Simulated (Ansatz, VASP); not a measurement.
# One calculation of Ca, two programs

```
Ca
1.0
     3.93825    0.00000    0.00000
    -1.96912    3.41062    0.00000
     0.00000    0.00000    6.45898
Ca
2
Direct
  0.33333 0.66667 0.25000
  0.66667 0.33333 0.75000
```

Alike in both runs: functional r2SCAN; k mesh 12 × 12 × 8; occupations gaussian, width 0.1 eV; no spin polarisation.

Ansatz relaxed the structure, and its values are those at the end. VASP's run is a single point on that final structure, the one shown.

```csv
,VASP,Ansatz
version,VASP 6.6.1,Ansatz 0.2.0
potentials or method,"VASP PAW PBE potentials, release 64 (Ca_sv), cutoff 520 eV","scalar-relativistic, plane waves, PAW"
valence electrons in the cell,20,20
```

|  | VASP | Ansatz | Ansatz less VASP |
| --- | --- | --- | --- |
| gap on the k mesh at the Fermi level (eV) | none | none | - |
| pressure (GPa) | 0.1 | 0.0 | -0.06 |

VASP's potentials were made for PBE, not for r2SCAN. A gap of «none» marks a metal or a gap that the smearing closes.
